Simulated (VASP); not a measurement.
GaMo: single point with PBE

Crystal: GaMo.

```
CELL_PARAMETERS angstrom
3.26401 0.00000 0.00000
0.00000 3.26401 0.00000
0.00000 0.00000 5.66362
ATOMIC_POSITIONS crystal
Ga 0.00000 0.50000 0.62104
Ga 0.50000 0.00000 0.37896
Mo 0.50000 0.00000 0.88228
Mo 0.00000 0.50000 0.11772
```

* Program: VASP 6.6.1
* Task: single point
* Functional: PBE
* Potentials or basis: VASP PAW PBE potentials, release 64 (Ga_d, Mo_sv)
* Cutoff: 520 eV
* k mesh: 12 × 12 × 6
* Occupations: gaussian, width 0.1 eV
* Spin: no spin polarisation
* Dipole correction: no
* Further INCAR settings: ALGO = Fast; EDIFF = 1e-07; NBANDS = 35

The pressure is 5.9 GPa. The largest force is 0.012 eV/Å and the band gap on the k mesh is zero (bands 27 and 28 overlap by 2.25 eV).

Forces on the atoms (eV/Å):
```
Ga   0.000  0.000 -0.012
Ga   0.000  0.000  0.012
Mo   0.000  0.000 -0.007
Mo   0.000  0.000  0.007
```

Levels at points of the mesh, in eV from the Fermi level:
```tsv
k point	band 25	band 26	band 27	band 28	band 29	band 30
(0.00, 0.00, 0.00)	-0.85	-0.85	0.30	0.70	0.70	2.77
(0.50, 0.00, 0.00)	-1.15	-1.15	0.65	0.65	2.07	2.07
(0.50, 0.50, 0.00)	-1.09	-1.09	-0.97	-0.97	2.05	2.05
(0.00, 0.00, 0.50)	-0.46	-0.37	-0.37	-0.22	0.18	3.06
(0.50, 0.00, 0.50)	-2.15	-2.15	1.29	1.29	2.64	2.64
(0.50, 0.50, 0.50)	-2.09	-2.09	1.07	1.07	1.82	1.82
```

It took 4 min on 1 thread of Intel(R) Xeon(R) Platinum 8259CL CPU @ 2.50GHz (Skylake/Cascade Lake), on a shared host, peak memory 0.3 GiB.

Caveat: the cell stands under pressure.
